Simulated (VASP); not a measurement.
Runs of VASP 6.6.1 on Hf. The structure is that of space group Im-3m (No. 229), or close to it. The cells are those of the table. 

```tsv
cell	gap on the mesh (eV)	pressure (GPa)
a = 3.188 Å, angles 109.5°, 1 atom	none	(a)
a = 3.167 Å, angles 109.5°, 1 atom	none	-8.4
a = 3.126 Å, angles 109.5°, 1 atom	none	-5.6
a = 3.063 Å, angles 109.5°, 1 atom	none	0.2
a = 3.105 Å, angles 109.5°, 1 atom	none	-3.9
a = 3.084 Å, angles 109.5°, 1 atom	none	-2.0
a = 3.147 Å, angles 109.5°, 1 atom	none	(b)
```

Alike in all rows: task single point; level PBE; potentials or basis VASP PAW PBE potentials, release 64 (Hf_pv); no spin polarisation; k mesh 11 × 11 × 11; cutoff (eV) 500; smearing methfessel-paxton 0.1 eV.

Problem. Fill in the values left out.

Solution. (a) -9.7; (b) -7.1.

Caveats: spin-orbit coupling is left out, which moves the levels of the heavy elements.

A k mesh can miss the band edges, and the runs leave out spin-orbit coupling on Hf.

A gap of «none» marks levels without a gap at the run's occupations.
